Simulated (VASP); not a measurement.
BN:

```xyz
2
Lattice="-0.0384 1.8048 1.8048 1.8048 -0.0384 1.8048 1.7665 1.7665 0.0000" Properties=species:S:1:pos:R:3 pbc="T T T"
B     0.0000    0.0000   -0.0007
N     0.8832    0.8832    0.9031
```

This cell differs from its parent crystal: shear xy strain -4.2%.

Base run:

* Program: VASP 6.6.1
* Functional: PBE
* Potentials or basis: VASP PAW PBE potentials, release 64 (B, N)
* Cutoff: 520 eV
* k mesh: 12 × 12 × 12
* Occupations: fermi-dirac, width 0.02 eV
* Spin: no spin polarisation

Its results: band gap on the k mesh 4.25 eV, indirect (least direct gap 8.19 eV); pressure 5.8 GPa; largest force 0.056 eV/Å.

Q: The run is repeated on the same cell with these changes: functional from PBE to r2SCAN; occupations from fermi-dirac, width 0.02 eV to gaussian, width 0.01 eV. What comes out?

A: Band gap on the k mesh 4.76 eV, indirect (least direct gap 8.88 eV); pressure 2.0 GPa; largest force 0.010 eV/Å.

Caveats: the PAW data sets were made with another functional, which shifts forces and pressure a little (some runs).

A k mesh can miss the band edges.
